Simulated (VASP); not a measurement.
The system is ReGe2S4.

```
Re Ge S
1.0
     3.90195   -5.40879    0.00000
     3.90195    5.40879    0.00000
     0.00000    0.00000    3.69469
Re Ge S
1 2 4
Direct
  0.00000 0.00000 0.00000
  0.50000 0.00000 0.50000
  0.00000 0.50000 0.50000
  0.22910 0.77090 0.00000
  0.77090 0.22910 0.00000
  0.21733 0.21733 0.50000
  0.78267 0.78267 0.50000
```

| Quantity | Value |
| --- | --- |
| Program | VASP 6.6.1 |
| Task | relaxation of cell and atoms |
| Functional | PBE |
| Potentials or basis | VASP PAW PBE potentials, release 64 (Re, Ge_d, S) |
| Cutoff | 600 eV |
| k mesh | 2 × 2 × 3 |
| Occupations | gaussian, width 0.15 eV |
| Spin | collinear spin, ferromagnetic start |
| Starting moments | [1.0, 0.0, 0.0, 0.0, 0.0, 0.0, 0.0] μB |

At the start: pressure -4.5 GPa; volume 22.28 Å³/atom.

Problem. Where does the relaxation end?

Solution. Over 10 steps the energy falls by 26.1 meV/atom and the volume is 20.48 Å³/atom (-8.1 %); space group Cmmm (No. 65, to 0.05 Å); moment 2.15 μB per cell.

The path:
| step | energy change (eV) | largest force (eV/Å) | pressure (GPa) | volume (Å³) |
| --- | --- | --- | --- | --- |
| 1 | 0.0000 | 0.5500 | -4.54 | 155.95 |
| 2 | -0.0849 | 0.8779 | 3.11 | 142.12 |
| 3 | -0.1432 | 0.3847 | -0.13 | 147.27 |
| 4 | -0.1431 | 0.3696 | -0.28 | 147.44 |
| 5 | -0.1574 | 0.2797 | -0.31 | 146.53 |
| 6 | -0.1780 | 0.0335 | -0.17 | 143.82 |
| 7 | -0.1782 | 0.0482 | -0.05 | 143.44 |
| 8 | -0.1798 | 0.1018 | 0.25 | 142.69 |
| 9 | -0.1806 | 0.0819 | 0.16 | 142.97 |
| 10 | -0.1824 | 0.0617 | -0.03 | 143.37 |

Final structure:
```cif
data_structure
_symmetry_space_group_name_H-M 'P 1'
_symmetry_Int_Tables_number 1
_cell_length_a 6.4543
_cell_length_b 6.4543
_cell_length_c 3.5959
_cell_angle_alpha 90.000
_cell_angle_beta 90.000
_cell_angle_gamma 106.847
_cell_volume 143.37
loop_
_atom_site_label
_atom_site_type_symbol
_atom_site_fract_x
_atom_site_fract_y
_atom_site_fract_z
_atom_site_occupancy
Re1 Re 0.00000 0.00000 0.00000 1
Ge1 Ge 0.50000 0.00000 0.50000 1
Ge2 Ge 0.00000 0.50000 0.50000 1
S1 S 0.23632 0.76368 0.00000 1
S2 S 0.76368 0.23632 0.00000 1
S3 S 0.21697 0.21697 0.50000 1
S4 S 0.78303 0.78303 0.50000 1
```

Caveat: the k points lie up to 0.58 Å⁻¹ apart in the final cell; the relaxation stopped at a loose force limit of 0.08 eV/Å, so its end isn't a converged minimum.
